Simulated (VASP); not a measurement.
# TiAl3 (I4/mmm) in VASP: a series of runs

TiAl3 is run at these levels: r2SCAN; tasks: single point.

All numbers are computed with VASP 6.6.1; they aren't measurements. Logs are shortened: lines on timing, memory, paths and dates and some standing lists are left out, and cuts for length are marked.

**1. The cell of the first run**

It takes space group I4/mmm (No. 139, tetragonal). The conventional cell has a = 3.824 Å, b = 3.824 Å, c = 8.564 Å, α = 90.00°, β = 90.00°, γ = 90.00°. Within 3.6 Å of Ti (site symmetry 4/mmm) lie 12 Al at 2.70 to 2.87 Å. Within 3.6 Å of Al (site symmetry 4/mmm) lie 4 Ti at 2.70 Å and 8 Al at 2.87 Å. Al (site symmetry -4m2) has 8 Al at 2.70 to 2.87 Å and 4 Ti at 2.87 Å within 3.6 Å.

**2. Single point, r2SCAN**

POSCAR

```
TiAl3
1.0
    3.8240007095      0.0000000000      0.0000000000
    0.0000000000      3.8240007095      0.0000000000
    1.9120003547     -1.9120003547      4.2819150419
Ti Al
1 3
Direct
    0.0000000000      0.0000000000      0.0000000000
    0.5000000000      0.5000000000      0.0000000000
    0.2500000000      0.2500000000      0.5000000000
    0.7500000000      0.7500000000      0.5000000000
```

INCAR.step1

```
SYSTEM = TiAl3
PREC = Accurate
ENCUT = 520
ISMEAR = 0
SIGMA = 0.1
LREAL = .False.
LASPH = .True.
NELM = 80
NBANDS = 18
ISYM = 0
GGA = PE
ALGO = Normal
EDIFF = 1E-4
LWAVE = .True.
LCHARG = .False.
```

INCAR.step2

```
SYSTEM = TiAl3
PREC = Accurate
ENCUT = 520
EDIFF = 1E-7
ISMEAR = 0
SIGMA = 0.1
LREAL = .False.
LASPH = .True.
NELM = 80
ALGO = Normal
ISIF = 2
LWAVE = .False.
LCHARG = .False.
METAGGA = R2SCAN
LMIXTAU = .True.
NBANDS = 18
ISYM = 0
ISTART = 1
```

KPOINTS

```
Automatic mesh
0
Gamma
  9 9 8
  0 0 0
```

Potentials or basis: VASP PAW PBE potentials, release 64 (Ti_sv, Al).

Command:

```console
$ cat potpaw_PBE.64/Ti_sv/POTCAR potpaw_PBE.64/Al/POTCAR > POTCAR
$ cp INCAR.step1 INCAR
$ mpirun -np 1 vasp_std > vasp.out
$ cp INCAR.step2 INCAR
$ mpirun -np 1 vasp_std > vasp.out
```

OUTCAR:

```text
SYSTEM = TiAl3
   PREC = Accurate
   ENCUT = 520
   EDIFF = 1E-7
   ISMEAR = 0
   LREAL = .False.
   LASPH = .True.
   NELM = 80
   ISIF = 2
   METAGGA = R2SCAN
   ISYM = 0
   ISTART = 1

 ion  position               nearest neighbor table
   1  0.000  0.000  0.000-   2 2.70   2 2.70   2 2.70   2 2.70   4 2.87   3 2.87   4 2.87   3 2.87
                             3 2.87   4 2.87   3 2.87   4 2.87
   2  0.500  0.500  0.000-   1 2.70   1 2.70   1 2.70   1 2.70   4 2.87   3 2.87   4 2.87   3 2.87
                             4 2.87   3 2.87   4 2.87   3 2.87
   3  0.250  0.250  0.500-   4 2.70   4 2.70   4 2.70   4 2.70   2 2.87   2 2.87   1 2.87   1 2.87
                             2 2.87   2 2.87   1 2.87   1 2.87
   4  0.750  0.750  0.500-   3 2.70   3 2.70   3 2.70   3 2.70   2 2.87   2 2.87   1 2.87   1 2.87
                             1 2.87   1 2.87   2 2.87   2 2.87

IMPORTANT INFORMATION: All symmetrisations will be switched off!
NOSYMM: (Re-)initialisation of all symmetry stuff for point group C_1.

----------------------------------------------------------------------------------------

                                     Primitive cell

  volume of cell :      62.6144

  direct lattice vectors                    reciprocal lattice vectors
     3.824000709  0.000000000  0.000000000     0.261506228  0.000000000 -0.116770182
     0.000000000  3.824000709  0.000000000     0.000000000  0.261506228  0.116770182
     1.912000355 -1.912000355  4.281915042     0.000000000  0.000000000  0.233540365

  length of vectors
     3.824000709  3.824000709  5.064216340     0.286392707  0.286392707  0.233540365

  position of ions in fractional coordinates (direct lattice)
     0.000000000  0.000000000  0.000000000
     0.500000000  0.500000000  0.000000000
     0.250000000  0.250000000  0.500000000
     0.750000000  0.750000000  0.500000000

  ion indices of the primitive-cell ions
   primitive index   ion index
                 1           1
                 2           2
                 3           3
                 4           4

----------------------------------------------------------------------------------------

 KPOINTS: Automatic mesh

Automatic generation of k-mesh.
 Grid dimensions read from file:
 generate k-points for:    9    9    8

 Generating k-lattice:

  Cartesian coordinates                     Fractional coordinates (reciprocal lattice)
     0.029056248  0.000000000 -0.012974465     0.111111111  0.000000000 -0.000000000
     0.000000000  0.029056248  0.012974465     0.000000000  0.111111111  0.000000000
     0.000000000  0.000000000  0.029192546     0.000000000  0.000000000  0.125000000

  Length of vectors
     0.031821412  0.031821412  0.029192546

  Shift w.r.t. Gamma in fractional coordinates (k-lattice)
     0.000000000  0.000000000  0.000000000

 -----------------------------------------------------------------------------
|                                                                             |
|           W    W    AA    RRRRR   N    N  II  N    N   GGGG   !!!           |
|           W    W   A  A   R    R  NN   N  II  NN   N  G    G  !!!           |
|           W    W  A    A  R    R  N N  N  II  N N  N  G       !!!           |
|           W WW W  AAAAAA  RRRRR   N  N N  II  N  N N  G  GGG   !            |
|           WW  WW  A    A  R   R   N   NN  II  N   NN  G    G                |
|           W    W  A    A  R    R  N    N  II  N    N   GGGG   !!!           |
|                                                                             |
|     Your reciprocal lattice and k-lattice belong to different lattice       |
|     classes:                                                                |
|                                                                             |
|        The reciprocal lattice is body-centered tetragonal,                  |
|        whereas your k-lattice is base-centered monoclinic.                  |
|                                                                             |
|     Results are often still useful ...                                      |
|                                                                             |
 -----------------------------------------------------------------------------

 WARNING: IBZKPT: internal override: KBLOWUP is changed to .FALSE.
      ... skipping the blow-up phase ...

 Subroutine IBZKPT returns following result:
 ===========================================

 Found    325 irreducible k-points:

 Following reciprocal coordinates:
            Coordinates               Weight
  0.000000  0.000000  0.000000      1.000000
  0.111111  0.000000  0.000000      2.000000
  0.222222  0.000000 -0.000000      2.000000
  0.333333  0.000000  0.000000      2.000000
  0.444444  0.000000 -0.000000      2.000000
  0.000000  0.111111  0.000000      2.000000
[... 16 lines left out ...]
 -0.111111  0.222222  0.000000      2.000000
  0.000000  0.333333  0.000000      2.000000
 [... further k-points ...]
   k-points           NKPTS =    325   k-points in BZ     NKDIM =    325   number of bands    NBANDS=     18
   number of dos      NEDOS =    301   number of ions     NIONS =      4
   total plane-waves  NPLWV =  31360
   dimension x,y,z NGX =    28 NGY =   28 NGZ =   40
   dimension x,y,z NGXF=    56 NGYF=   56 NGZF=   80
   ions per type =               1   3
   NGX,Y,Z   is equivalent  to a cutoff of  12.17, 12.17, 13.13 a.u.
   NGXF,Y,Z  is equivalent  to a cutoff of  24.35, 24.35, 26.26 a.u.
 SYSTEM =  TiAl3
   PREC   = accura    normal or accurate (medium, high low for compatibility)
   ISTART =      1    job   : 0-new  1-cont  2-samecut
   ICHARG =      0    charge: 1-file 2-atom 10-const
   ISPIN  =      1    spin polarized calculation?
   LNONCOLLINEAR =      F non collinear calculations
   LSORBIT =      F    spin-orbit coupling
   LASPH  =      T    aspherical Exc in radial PAW
   ENCUT  =  520.0 eV  38.22 Ry    6.18 a.u.   7.11  7.11  9.42*2*pi/ulx,y,z
   NELM   =     80;   NELMIN=  2; NELMDL=  0     # of ELM steps
   EDIFF  = 0.1E-06   stopping-criterion for ELM
   LREAL  =      F    real-space projection
   EDIFFG = 0.1E-05   stopping-criterion for IOM
   NSW    =      0    number of steps for IOM
   IBRION =     -1    ionic relax: 0-MD 1-quasi-New 2-CG
   NFREE  =      0    steps in history (QN), initial steepest desc. (CG)
   ISIF   =      2    stress and relaxation
   ISYM   =      0    0-nonsym 1-usesym 2-fastsym
   POTIM  = 0.5000    time-step for ionic-motion
   TEBEG  =    0.0;   TEEND  =   0.0 temperature during run
   PSTRESS=    0.0 pullay stress
   NELECT =      21.0000    total number of electrons
   NUPDOWN=      -1.0000    fix difference up-down
   EMIN   =  10.00;   EMAX   =-10.00  energy-range for DOS
   EFERMI =   0.00;   METHOD = LEGACY
   ISMEAR =     0;   SIGMA  =   0.10  broadening in eV -4-tet -1-fermi 0-gaus
   EFERMI_NEDOS =   21; number of points for ismear=-14 and -15
   IALGO  =     38    algorithm
   IMIX   =      4    mixing-type and parameters
     AMIX     =   0.40;   BMIX     =  1.00
     AMIX_MAG =   1.60;   BMIX_MAG =  1.00
  volume/ion in A,a.u.               =      15.65       105.64
  Fermi-wavevector in a.u.,A,eV,Ry     =   1.137426  2.149424 17.602383  1.293739
  Thomas-Fermi vector in A             =   2.274131
   LORBIT       =      0    0 simple, 1 ext, 2 COOP (PROOUT), +10 PAW based schemes
   METAGGA = R2SCAN    functional components
   LHFCALC =     F    Hartree Fock is set to
   AEXX    =    0.0000 exact exchange contribution
   IVDW    =     0    specifies the selected vdW correction
   LEPSILON=     F    determine dielectric tensor
   LRPA    =     F    only Hartree local field effects (RPA)
 non-spin polarized calculation
 Gauss-broadening in eV      SIGMA  =   0.10
  energy-cutoff  :      520.00
  volume of cell :       62.61
 maximum number of plane-waves:      1703
   NGX = 15   NGY = 15   NGZ = 19

 number of electron      20.9999996 magnetization

 Free energy of the ion-electron system (eV)
  ---------------------------------------------------
  ext. energy  EPLUGINS =         0.00000000
  ---------------------------------------------------
  free energy    TOTEN  =       -34.90987680 eV

  energy without entropy =      -34.90151667  energy(sigma->0) =      -34.90569673

 E-fermi :   8.3650     XC(G=0): -11.5522

 val. band max:        8.3639591441   @ k =  -0.2222   0.1111   0.5000
 cond. band min:       8.3662154954   @ k =  -0.1111  -0.1111   0.1250
 fundamental gap:      0.0022563513
 Fermi energy:         8.3649806213

 k-point     1 :       0.0000    0.0000    0.0000
  band No.  band energies     occupation
      1     -50.4546      2.00000
      2     -25.7250      2.00000
      3     -25.7245      2.00000
      4     -25.6587      2.00000
      5      -2.3898      2.00000
      6       5.3834      2.00000
[... 10 lines left out ...]
     17      12.4254      0.00000
     18      12.4395      0.00000

 k-point     2 :       0.1111    0.0000    0.0000
  band No.  band energies     occupation
      1     -50.4544      2.00000
      2     -25.7283      2.00000
      3     -25.7245      2.00000
      4     -25.6586      2.00000
      5      -2.2268      2.00000
      6       4.7395      2.00000
[... 10 lines left out ...]
     17      12.4851      0.00000
     18      13.2668      0.00000

 k-point     3 :       0.2222    0.0000   -0.0000
  band No.  band energies     occupation
      1     -50.4540      2.00000
      2     -25.7373      2.00000
      3     -25.7239      2.00000
      4     -25.6582      2.00000
      5      -1.7437      2.00000
      6       4.0217      2.00000
[... 10 lines left out ...]
     17      12.8582      0.00000
     18      14.4410      0.00000

 k-point     4 :       0.3333    0.0000    0.0000
  band No.  band energies     occupation
      1     -50.4535      2.00000
      2     -25.7475      2.00000
      3     -25.7232      2.00000
      4     -25.6578      2.00000
      5      -0.9587      2.00000
      6       2.8241      2.00000
[... 10 lines left out ...]
     17      13.4764      0.00000
     18      14.0532      0.00000

 k-point     5 :       0.4444    0.0000   -0.0000
  band No.  band energies     occupation
      1     -50.4532      2.00000
      2     -25.7541      2.00000
      3     -25.7227      2.00000
      4     -25.6575      2.00000
      5       0.0867      2.00000
      6       1.4311      2.00000
[... 10 lines left out ...]
     17      13.1919      0.00000
     18      14.7585      0.00000

 k-point     6 :       0.0000    0.1111    0.0000
  band No.  band energies     occupation
      1     -50.4544      2.00000
      2     -25.7283      2.00000
      3     -25.7245      2.00000
      4     -25.6586      2.00000
      5      -2.2268      2.00000
      6       4.7395      2.00000
[... 307 lines left out ...]
 k-point    21 :      -0.3333    0.2222   -0.0000
  band No.  band energies     occupation
      1     -50.4529      2.00000
      2     -25.7460      2.00000
      3     -25.7350      2.00000
      4     -25.6571      2.00000
      5      -0.0730      2.00000
      6       2.7294      2.00000
[... 10 lines left out ...]
     17      14.1977      0.00000
     18      14.7311      0.00000

 k-point    22 :      -0.2222    0.2222    0.0000
  band No.  band energies     occupation
      1     -50.4534      2.00000
      2     -25.7368      2.00000
      3     -25.7353      2.00000
      4     -25.6578      2.00000
      5      -0.9169      2.00000
      6       3.3065      2.00000
[... 10 lines left out ...]
     17      13.4493      0.00000
     18      15.1294      0.00000

 k-point    23 :      -0.1111    0.2222    0.0000
  band No.  band energies     occupation
      1     -50.4538      2.00000
      2     -25.7370      2.00000
      3     -25.7273      2.00000
      4     -25.6583      2.00000
      5      -1.4826      2.00000
      6       3.6151      2.00000
[... 10 lines left out ...]
     17      13.3542      0.00000
     18      14.2477      0.00000

 k-point    24 :       0.0000    0.3333    0.0000
  band No.  band energies     occupation
      1     -50.4535      2.00000
      2     -25.7475      2.00000
      3     -25.7232      2.00000
      4     -25.6578      2.00000
      5      -0.9587      2.00000
      6       2.8241      2.00000
[... 10 lines left out ...]
     17      13.4764      0.00000
     18      14.0532      0.00000

 [... further k-points ...]

------------------------ aborting loop because EDIFF is reached ----------------------------------------

  FORCE on cell =-STRESS in cart. coord.  units (eV):
  Direction    XX          YY          ZZ          XY          YZ          ZX
  --------------------------------------------------------------------------------------
  -------------------------------------------------------------------------------------
  Total       -0.0610657     -0.0610617     -0.0210054      0.0013708      0.0274708     -0.0274721
  in kB       -1.5625507     -1.5624474     -0.5374874      0.0350771      0.7029233     -0.7029573
  external PRESSURE =      -1.2208285 kB  Pullay stress =       0.0000000 kB

 VOLUME and BASIS-vectors are now :
 -----------------------------------------------------------------------------
  energy-cutoff  :      520.00
  volume of cell :       62.61
      direct lattice vectors                 reciprocal lattice vectors
     3.824000709  0.000000000  0.000000000     0.261506228  0.000000000 -0.116770182
     0.000000000  3.824000709  0.000000000     0.000000000  0.261506228  0.116770182
     1.912000355 -1.912000355  4.281915042     0.000000000  0.000000000  0.233540365

 POSITION                                       TOTAL-FORCE (eV/Angst)
 -----------------------------------------------------------------------------------
      0.00000      0.00000      0.00000        -0.000013     -0.000000     -0.000000
      1.91200      1.91200      0.00000         0.000010      0.000000      0.000000
      1.91200      0.00000      2.14096         0.002249      0.002248      0.000001
      3.82400      1.91200      2.14096        -0.002247     -0.002248     -0.000001
 -----------------------------------------------------------------------------------
    total drift:                               -0.000000     -0.000000     -0.000000

  FREE ENERGIE OF THE ION-ELECTRON SYSTEM (eV)
  ---------------------------------------------------
  free  energy   TOTEN  =       -34.9098767954 eV

  energy  without entropy=      -34.9015166725  energy(sigma->0) =      -34.90569673
```

It took 24 min on 1 thread of Intel Xeon Platinum 8259CL at 2.50GHz (Skylake/Cascade Lake), shared host; peak memory 0.45 GiB.

What came out:

```yaml
Free_energy: -34.9099 eV
Pressure: -0.1 GPa
Largest_force: 0.003 eV/Å
Band_gap_on_the_k_mesh: zero (an odd number of electrons rules out a gap without spin polarisation)
```

Forces in eV/Å, atoms in the order of the input:
```
Ti   0.000  0.000  0.000
Al   0.000  0.000  0.000
Al   0.002  0.002  0.000
Al  -0.002 -0.002  0.000
```

Stress tensor (GPa, compression positive):
```
-0.16  0.00 -0.07
 0.00 -0.16  0.07
-0.07  0.07 -0.05
```

Caveat: the PAW data sets were made with another functional, which shifts forces and pressure a little.

**3. Single point, r2SCAN**

POSCAR

```
TiAl3
1.0
    3.8240007103      0.0000000000      0.0000000000
    0.0000000000      3.8240007103      0.0000000000
    1.9120003551     -1.9120003551      4.2819150371
Ti Al
1 3
Direct
    0.0000000000      0.0000000000      0.0000000000
    0.5000000000      0.5000000000      0.0000000000
    0.2500000000      0.2500000000      0.5000000000
    0.7500000000      0.7500000000      0.5000000000
```

INCAR.step1 is that of step 2.

INCAR.step2 is that of step 2.

KPOINTS is that of step 2.

Potentials or basis: VASP PAW PBE potentials, release 64 (Ti_sv, Al).

Command:

```console
$ cat potpaw_PBE.64/Ti_sv/POTCAR potpaw_PBE.64/Al/POTCAR > POTCAR
$ cp INCAR.step1 INCAR
$ mpirun -np 1 vasp_std > vasp.out
$ cp INCAR.step2 INCAR
$ mpirun -np 1 vasp_std > vasp.out
```

Run time: 8.8 min. Hardware: 1 thread of Intel Xeon 6975P-C (Granite Rapids), shared host; peak memory 0.44 GiB.

Results (log left out):

```yaml
Free_energy: -34.9099 eV
Pressure: -0.1 GPa
Largest_force: 0.003 eV/Å
Band_gap_on_the_k_mesh: zero (an odd number of electrons rules out a gap without spin polarisation)
```

Forces in eV/Å, atoms in the order of the input:
```
Ti   0.000  0.000  0.000
Al   0.000  0.000  0.000
Al   0.002  0.002  0.000
Al  -0.002 -0.002  0.000
```

Stress tensor (GPa, compression positive):
```
-0.16  0.00 -0.07
 0.00 -0.16  0.07
-0.07  0.07 -0.05
```

Levels at points of the mesh, in eV from the Fermi level:
| k point | band 7 | band 8 | band 9 | band 10 | band 11 | band 12 | band 13 | band 14 | band 15 | band 16 |
| --- | --- | --- | --- | --- | --- | --- | --- | --- | --- | --- |
| (0.00, 0.00, 0.00) | -2.90 | -1.47 | -1.33 | -1.33 | 0.85 | 1.74 | 1.74 | 2.17 | 2.86 | 4.06 |
| (0.00, 0.00, 0.50) | -2.06 | -1.07 | -1.07 | -0.29 | 0.77 | 0.78 | 0.98 | 3.20 | 5.26 | 6.45 |

Caveat: the PAW data sets were made with another functional, which shifts forces and pressure a little.

(Continued in part 2 of 2.)

The gap in the log of VASP goes by the Fermi energy; the results here count the filled bands.